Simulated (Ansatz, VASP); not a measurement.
# One calculation of SrCl2, two programs

```
CELL_PARAMETERS angstrom
0.00000 3.38880 3.61313
3.38880 0.00000 3.61313
3.38880 3.38880 0.00000
ATOMIC_POSITIONS crystal
Sr 0.00000 0.00000 0.00000
Cl 0.25000 0.25000 0.25000
Cl 0.75000 0.75000 0.75000
```

Alike in both runs: task single point; functional PBE; k mesh 6 × 6 × 6; occupations gaussian, width 0.05 eV; no spin polarisation.

|  | VASP | Ansatz |
| --- | --- | --- |
| version | VASP 6.6.1 | Ansatz 0.2.0 |
| potentials or method | VASP PAW PBE potentials, release 64 (Sr_sv, Cl), cutoff 520 eV | scalar-relativistic, plane waves, PAW |
| valence electrons in the cell | 24 | 24 |

VASP gave:

| Property | Result |
| --- | --- |
| gap on the k mesh at the Fermi level (eV) | 5.10 |
| least direct gap on the mesh (eV) | 5.31 |
| pressure (GPa) | 2.0 |
| traceless stress, the component that is largest in VASP (GPa) | -2.25 |

Which values does Ansatz return?

gap on the k mesh at the Fermi level (eV): 5.10; least direct gap on the mesh (eV): 5.31; pressure (GPa): 1.9; traceless stress, the component that is largest in VASP (GPa): -2.26.
